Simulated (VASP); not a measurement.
# GeS (Pnma) in VASP: a series of runs, part 2 of 2

VASP 6.6.1. The steps go on from the part before.

## Step 3: Single point, PBE (strain +0.0750 x Voigt [1, 0, 0, 0, 0, 0])

INCAR reads:

```
PREC = Accurate ; ENCUT = 500
EDIFF = 1E-6 ; ISMEAR = 0
SIGMA = 0.05 ; LREAL = F
LASPH = T ; NELM = 120
ALGO = Normal ; ISIF = 2
LWAVE = F ; LCHARG = F
GGA = PE ; NBANDS = 50
GGA_COMPAT = F
```

KPOINTS reads:

```
regular mesh
0
Gamma
  4 8 6
```

POSCAR reads:

```
GeS
1.0
   11.5890498992      0.0000000000      0.0000000000
    0.0000000000      3.6678294942      0.0000000000
    0.0000000000      0.0000000000      4.4504162674
Ge S
4 4
Direct
    0.1259048197      0.2500000000      0.1349203576
    0.8740951803      0.7500000000      0.8650796424
    0.3740951803      0.7500000000      0.6349203576
    0.6259048197      0.2500000000      0.3650796424
    0.8471176922      0.2500000000      0.5025596800
    0.1528823078      0.7500000000      0.4974403200
    0.6528823078      0.7500000000      0.0025596800
    0.3471176922      0.2500000000      0.9974403200
```

Potentials or basis: VASP PAW PBE potentials, release 64 (Ge_d, S).

Launch:

```
$ cat potpaw_PBE.64/Ge_d/POTCAR potpaw_PBE.64/S/POTCAR > POTCAR
$ mpirun -np 1 vasp_std > vasp.out
```

Wall time 3.9 min (1 thread of Intel Xeon 6975P-C (Granite Rapids), shared host); peak memory 0.53 GiB.

It converged, with:

- Free energy: -36.3842 eV
- Pressure: -3.1 GPa
- Largest force: 0.540 eV/Å
- Band gap on the k mesh: 0.83 eV

Forces in eV/Å, atoms in the order of the input:
```
Ge   0.520  0.000  0.147
Ge  -0.520  0.000 -0.147
Ge  -0.520  0.000  0.147
Ge   0.520  0.000 -0.147
S   -0.394  0.000  0.109
S    0.394  0.000 -0.109
S    0.394  0.000  0.109
S   -0.394  0.000 -0.109
```

Stress tensor (GPa, compression positive):
```
-5.66  0.00  0.00
 0.00 -1.94  0.00
 0.00  0.00 -1.57
```

Levels at points of the mesh, in eV from the valence-band top:
```tsv
k point	band 37	band 38	band 39	band 40	band 41	band 42	band 43	band 44
(0.00, 0.00, 0.00)	-1.57	-1.16	-0.61	0.00	0.83	2.42	2.94	3.08
(0.50, 0.00, 0.00)	-1.69	-1.69	-0.29	-0.29	1.92	1.92	2.79	2.79
(0.00, 0.50, 0.00)	-1.35	-1.35	-1.08	-1.08	1.33	1.33	1.82	1.82
(0.50, 0.50, 0.00)	-1.31	-1.31	-1.31	-1.31	1.75	1.75	1.75	1.75
(0.00, 0.00, 0.50)	-0.70	-0.70	-0.09	-0.09	1.84	1.84	2.27	2.27
(0.50, 0.00, 0.50)	-0.49	-0.49	-0.12	-0.12	1.83	1.83	2.34	2.34
(0.00, 0.50, 0.50)	-1.76	-1.76	-1.26	-1.26	2.68	2.68	2.90	2.90
(0.50, 0.50, 0.50)	-1.39	-1.39	-1.39	-1.39	2.61	2.61	2.61	2.61
```

Caveat: the cell differs from its parent crystal (strain +0.0750 x Voigt [1, 0, 0, 0, 0, 0]); the cell stands under tension.

## Step 4: Single point, PBE (strain -0.1000 x Voigt [1, 0, 0, 0, 0, 0])

INCAR reads:

```
PREC = Accurate
ENCUT = 500
EDIFF = 1E-6
ISMEAR = 0
SIGMA = 0.05
LREAL = F
LASPH = T
NELM = 120
ALGO = Normal
ISIF = 2
LWAVE = F
LCHARG = F
GGA = PE
NBANDS = 50
GGA_COMPAT = F
```

KPOINTS is that of step 3.

Changes to POSCAR since step 3:

```diff
@@ -2,3 +2,3 @@
 1.0
-   11.5890498992      0.0000000000      0.0000000000
+    9.7024603807      0.0000000000      0.0000000000
     0.0000000000      3.6678294942      0.0000000000
```

Potentials or basis: VASP PAW PBE potentials, release 64 (Ge_d, S).

Launch:

```
$ cat potpaw_PBE.64/Ge_d/POTCAR potpaw_PBE.64/S/POTCAR > POTCAR
$ mpirun -np 1 vasp_std > vasp.out
```

OUTCAR:

```text
PREC = Accurate
   ENCUT = 500
   EDIFF = 1E-6
   ISMEAR = 0
   LREAL = F
   LASPH = T
   NELM = 120
   ISIF = 2
   GGA = PE

 ion  position               nearest neighbor table
   1  0.126  0.250  0.135-   8 2.23   6 2.46   6 2.46
   2  0.874  0.750  0.865-   7 2.23   5 2.46   5 2.46
   3  0.374  0.750  0.635-   6 2.23   8 2.46   8 2.46
   4  0.626  0.250  0.365-   5 2.23   7 2.46   7 2.46
   5  0.847  0.250  0.503-   4 2.23   2 2.46   2 2.46
   6  0.153  0.750  0.497-   3 2.23   1 2.46   1 2.46
   7  0.653  0.750  0.003-   2 2.23   4 2.46   4 2.46
   8  0.347  0.250  0.997-   1 2.23   3 2.46   3 2.46

[... 1487 lines left out ...]
  Total       18.0067316      3.3520826      3.9980981      0.0000000     -0.0000000      0.0000000
  in kB      182.1603377     33.9104574     40.4457023      0.0000000     -0.0000000      0.0000000
  external PRESSURE =      85.5054991 kB  Pullay stress =       0.0000000 kB

 VOLUME and BASIS-vectors are now :
 -----------------------------------------------------------------------------
  energy-cutoff  :      500.00
  volume of cell :      158.38
      direct lattice vectors                 reciprocal lattice vectors
     9.702460381  0.000000000  0.000000000     0.103066641  0.000000000  0.000000000
     0.000000000  3.667829494  0.000000000     0.000000000  0.272640809  0.000000000
     0.000000000  0.000000000  4.450416267     0.000000000  0.000000000  0.224698082

 POSITION                                       TOTAL-FORCE (eV/Angst)
 -----------------------------------------------------------------------------------
      1.22159      0.91696      0.60045        -1.571960      0.000000      0.093725
      8.48087      2.75087      3.84996         1.571960     -0.000000     -0.093725
      3.62964      2.75087      2.82566         1.571960     -0.000000      0.093725
      6.07282      0.91696      1.62476        -1.571960      0.000000     -0.093725
      8.21913      0.91696      2.23660         1.469203     -0.000000      0.256539
      1.48333      2.75087      2.21382        -1.469203      0.000000     -0.256539
      6.33456      2.75087      0.01139        -1.469203     -0.000000      0.256539
      3.36790      0.91696      4.43902         1.469203     -0.000000     -0.256539
 -----------------------------------------------------------------------------------
    total drift:                                0.000000     -0.000000      0.000000

  FREE ENERGIE OF THE ION-ELECTRON SYSTEM (eV)
  ---------------------------------------------------
  free  energy   TOTEN  =       -35.7858262892 eV

  energy  without entropy=      -35.7858262892  energy(sigma->0) =      -35.78582629
```

stdout:

```text
POSCAR found type information on POSCAR GeS
 POSCAR found :  2 types and       8 ions
 scaLAPACK will be used
 LDA part: xc-table for (Slater+PW92), standard interpolation
 POSCAR, INCAR and KPOINTS ok, starting setup
 FFT: planning ... GRIDC
 FFT: planning ... GRID_SOFT
 FFT: planning ... GRID
 WAVECAR not read
 entering main loop
```

Run time: 4.5 min. Hardware: 1 thread of Intel Xeon Platinum 8375C at 2.90GHz (Ice Lake), shared host; peak memory 0.46 GiB.

What came out:

```yaml
Free_energy: -35.7858 eV
Pressure: 8.6 GPa
Largest_force: 1.575 eV/Å
Band_gap_on_the_k_mesh: 1.15 eV (least direct gap 1.50 eV)
```

Forces on the atoms (eV/Å):
```
Ge  -1.572  0.000  0.094
Ge   1.572  0.000 -0.094
Ge   1.572  0.000  0.094
Ge  -1.572  0.000 -0.094
S    1.469  0.000  0.257
S   -1.469  0.000 -0.257
S   -1.469  0.000  0.257
S    1.469  0.000 -0.257
```

Stress tensor (GPa, compression positive):
```
18.22  0.00  0.00
 0.00  3.39  0.00
 0.00  0.00  4.04
```

Caveat: the cell differs from its parent crystal (strain -0.1000 x Voigt [1, 0, 0, 0, 0, 0]); the stress differs along the axes, from 3 to 18 GPa; forces of over 1 eV/Å act on the atoms, so gaps and moduli don't describe the material at rest. A k mesh can miss the band edges.

## Step 5: Single point, PBE (strain -0.0500 x Voigt [1, 0, 0, 0, 0, 0])

INCAR reads:

```
SYSTEM = GeS
  PREC = Accurate
  ENCUT = 500
  EDIFF = 1E-6
  ISMEAR = 0
  SIGMA = 0.05
  LREAL = .FALSE.
  LASPH = .TRUE.
  NELM = 120
  ALGO = Normal
  ISIF = 2
  LWAVE = .FALSE.
  LCHARG = .TRUE.
  GGA = PE
  LELF = .TRUE.
  LVHAR = .TRUE.
  NBANDS = 50
  GGA_COMPAT = .FALSE.
```

KPOINTS reads:

```
regular mesh
0
G
  4 8 6
  0 0 0
```

Changes to POSCAR since step 4:

```diff
@@ -2,3 +2,3 @@
 1.0
-    9.7024603807      0.0000000000      0.0000000000
+   10.2414859574      0.0000000000      0.0000000000
     0.0000000000      3.6678294942      0.0000000000
```

Launch:

```
$ cat potpaw_PBE.64/Ge_d/POTCAR potpaw_PBE.64/S/POTCAR > POTCAR
$ mpirun -np 1 vasp_std > vasp.out
```

It took 4.7 min on 1 thread of Intel Xeon Platinum 8488C (Sapphire Rapids), shared host; peak memory 0.47 GiB.

Results (log left out):

| Item | Value |
| --- | --- |
| Free energy | -36.4667 eV |
| Pressure | 3.4 GPa |
| Largest force | 0.621 eV/Å |
| Band gap on the k mesh | 1.30 eV (least direct gap 1.66 eV) |

Forces on the atoms (eV/Å):
```
Ge  -0.621  0.000 -0.013
Ge   0.621  0.000  0.013
Ge   0.621  0.000 -0.013
Ge  -0.621  0.000  0.013
S    0.566  0.000  0.044
S   -0.566  0.000 -0.044
S   -0.566  0.000  0.044
S    0.566  0.000 -0.044
```

Stress tensor (GPa, compression positive):
```
7.13 0.00 0.00
0.00 1.40 0.00
0.00 0.00 1.53
```

Levels at points of the mesh, in eV from the valence-band top:
```csv
k point,band 36,band 37,band 38,band 39,band 40,band 41,band 42,band 43,band 44,band 45
"(0.00, 0.00, 0.00)",-1.96,-1.57,-0.93,-0.51,0.00,1.71,2.56,2.62,2.84,3.05
"(0.50, 0.00, 0.00)",-1.93,-1.81,-1.81,-0.35,-0.35,2.34,2.34,2.73,2.73,3.82
"(0.00, 0.50, 0.00)",-2.46,-1.57,-1.57,-1.12,-1.12,1.53,1.53,1.56,1.56,2.51
"(0.50, 0.50, 0.00)",-2.64,-1.57,-1.57,-1.57,-1.57,1.79,1.79,1.79,1.79,2.73
"(0.00, 0.00, 0.50)",-1.79,-1.12,-1.12,-0.39,-0.39,1.67,1.67,2.68,2.68,2.91
"(0.50, 0.00, 0.50)",-2.32,-1.04,-1.04,-0.44,-0.44,1.72,1.72,2.42,2.42,2.99
"(0.00, 0.50, 0.50)",-3.57,-2.03,-2.03,-1.15,-1.15,3.26,3.26,3.45,3.45,4.93
"(0.50, 0.50, 0.50)",-4.13,-1.24,-1.24,-1.24,-1.24,3.13,3.13,3.13,3.13,4.43
```

Caveat: the cell differs from its parent crystal (strain -0.0500 x Voigt [1, 0, 0, 0, 0, 0]); the stress differs along the axes, from 1 to 7 GPa.

## Step 6: Summary

```csv
cell,gap on the mesh (eV),pressure (GPa),largest force (eV/Å)
"a = 10.511, b = 3.668, c = 4.450 Å, 8 atoms",1.30,1.5,0.28
"a = 11.589, b = 3.668, c = 4.450 Å, 8 atoms",0.83,-3.1,0.54
"a = 9.702, b = 3.668, c = 4.450 Å, 8 atoms",1.15,8.6,1.57
"a = 10.241, b = 3.668, c = 4.450 Å, 8 atoms",1.30,3.4,0.62
```

Alike in all rows: task single point; level PBE; potentials or basis VASP PAW PBE potentials, release 64 (Ge_d, S); no spin polarisation; k mesh 4 × 8 × 6; cutoff (eV) 500; smearing gaussian 0.05 eV.

Caveats: the cell stands under tension (at least some runs); the stress differs along the axes, from 3 to 18 GPa (at least some runs); forces of over 1 eV/Å act on the atoms, so gaps and moduli don't describe the material at rest (at least some runs); the stress differs along the axes, from 1 to 7 GPa (at least some runs).

Total energies depend on the potentials used, so only differences within one code and one set of settings carry meaning.
